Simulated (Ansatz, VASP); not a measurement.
# GaN: VASP beside Ansatz

File POSCAR:

```
GaN
1.0
    0.0000000000      2.3661756379      2.3098381227
    2.3661756379      0.0000000000      2.3098381227
    2.3661756379      2.3661756379      0.0000000000
Ga N
1 1
Direct
    0.0000000000      0.0000000000      0.0000000000
    0.7500000000      0.7500000000      0.7500000000
```

INCAR.step1

```
PREC = Accurate
ENCUT = 520
ISMEAR = 0
SIGMA = 0.05
LREAL = False
LASPH = True
NELM = 100
NBANDS = 16
GGA = PE
ALGO = Normal
EDIFF = 1E-4
LWAVE = True
LCHARG = False
```

File INCAR.step2:

```
PREC = Accurate
ENCUT = 520
EDIFF = 1E-7
ISMEAR = 0
SIGMA = 0.05
LREAL = False
LASPH = True
NELM = 100
ALGO = Normal
ISIF = 2
LWAVE = False
LCHARG = True
METAGGA = R2SCAN
LMIXTAU = True
LELF = True
LVHAR = True
NBANDS = 16
ISTART = 1
```

The input KPOINTS:

```
Automatic mesh
0
Gamma
  10 10 10
```

Input for Ansatz:

```yaml
crystal:
  lattice:
    - [0.0, 2.3661756379, 2.3098381227]
    - [2.3661756379, 0.0, 2.3098381227]
    - [2.3661756379, 2.3661756379, 0.0]
  atoms:
    - { symbol: Ga, position: [0.0, 0.0, 0.0] }
    - { symbol: "N", position: [0.75, 0.75, 0.75] }
basis:
  ecutwfc: 500
kpoints:
  mp_grid: { grid: [10, 10, 10] }
hamiltonian:
  xc: r2scan
scf:
  occupations: { method: gaussian, width: 0.05 }
output:
  forces: true
  stress: true
  eigenvalues: true
```

Change from the starting cell: strain +0.050 along x and y, +0.025 along z, atoms carried along.

Alike in both runs: task single point; functional r2SCAN; k mesh 10 × 10 × 10; occupations gaussian, width 0.05 eV; no spin polarisation.

```csv
,VASP,Ansatz
version,VASP 6.6.1,Ansatz 0.2.0
potentials or method,"VASP PAW PBE potentials, release 64 (Ga_d, N), cutoff 520 eV","scalar-relativistic, plane waves, PAW"
valence electrons in the cell,18,18
```

|  | VASP | Ansatz | Ansatz less VASP |
| --- | --- | --- | --- |
| gap on the k mesh at the Fermi level (eV) | 1.24 | 1.24 | +0.003 |
| least direct gap on the mesh (eV) | 1.24 | 1.24 | +0.003 |
| pressure (GPa) | -18.4 | -19.1 | -0.66 |
| traceless stress, the component that is largest in VASP (GPa) | 2.03 | 2.09 | +0.058 |

VASP's potentials were made for PBE, not for r2SCAN.
